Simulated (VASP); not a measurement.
# Pb8CS8O: single point with PBE

Pb8CS8O, a slab with vacuum:

```
CELL_PARAMETERS angstrom
8.49804 0.00000 0.00000
0.00000 8.49804 0.00000
0.00000 0.00000 20.71663
ATOMIC_POSITIONS crystal
Pb 0.25000 0.25000 0.19308
Pb 0.25000 0.75000 0.19308
Pb 0.75000 0.25000 0.19308
Pb 0.75000 0.75000 0.19308
Pb 0.00000 0.00000 0.32421
Pb 0.00000 0.50000 0.32421
Pb 0.50000 0.00000 0.32421
Pb 0.50000 0.50000 0.32421
S 0.00000 0.00000 0.19308
S 0.00000 0.50000 0.19308
S 0.50000 0.00000 0.19308
S 0.50000 0.50000 0.19308
S 0.25000 0.25000 0.32310
S 0.25000 0.75000 0.32310
S 0.75000 0.25000 0.32310
S 0.75000 0.75000 0.32310
C 0.65757 0.00000 0.46903
O 0.84243 0.00000 0.46903
```

```yaml
Program: VASP 6.6.1
Task: single point
Functional: PBE
Potentials_or_basis: VASP PAW PBE potentials, release 64 (Pb_d, S, C, O)
Cutoff: 520 eV
k_mesh: 3 × 3 × 1
Occupations: gaussian, width 0.05 eV
Spin: no spin polarisation
Dipole_correction: yes
Further_INCAR_settings: LREAL = Auto; ALGO = Normal; EDIFF = 1e-06; NBANDS = 100
```

```yaml
Largest_force: 11.325 eV/Å
Band_gap_on_the_k_mesh: 0.48 eV (least direct gap 0.51 eV)
```

Forces in eV/Å, atoms in the order of the input:
```
Pb   -0.026   0.016  -0.166
Pb   -0.026  -0.016  -0.166
Pb    0.034   0.014  -0.148
Pb    0.034  -0.014  -0.148
Pb   -0.082   0.000   0.251
Pb   -0.031   0.000   0.042
Pb    0.046   0.000   0.145
Pb    0.022   0.000   0.033
S    -0.019   0.000   0.074
S     0.006   0.000   0.161
S     0.003   0.000   0.219
S    -0.005   0.000   0.159
S     0.052  -0.029  -0.034
S     0.052   0.029  -0.034
S    -0.024   0.008  -0.100
S    -0.024  -0.008  -0.100
C    11.315   0.000  -0.165
O   -11.325   0.000  -0.023
```

Levels at points of the mesh, in eV from the valence-band top:
| k point | band 81 | band 82 | band 83 | band 84 | band 85 | band 86 | band 87 | band 88 | band 89 | band 90 |
| --- | --- | --- | --- | --- | --- | --- | --- | --- | --- | --- |
| (0.00, 0.00, 0.00) | -0.43 | -0.13 | -0.04 | 0.00 | 0.00 | 0.51 | 0.52 | 1.88 | 1.88 | 1.90 |

Wall time 44 min on 1 thread of Intel Xeon 8259CL, with other jobs on the host, peak memory 1.4 GiB.

Caveat: spin-orbit coupling is left out, which moves the levels of the heavy elements.
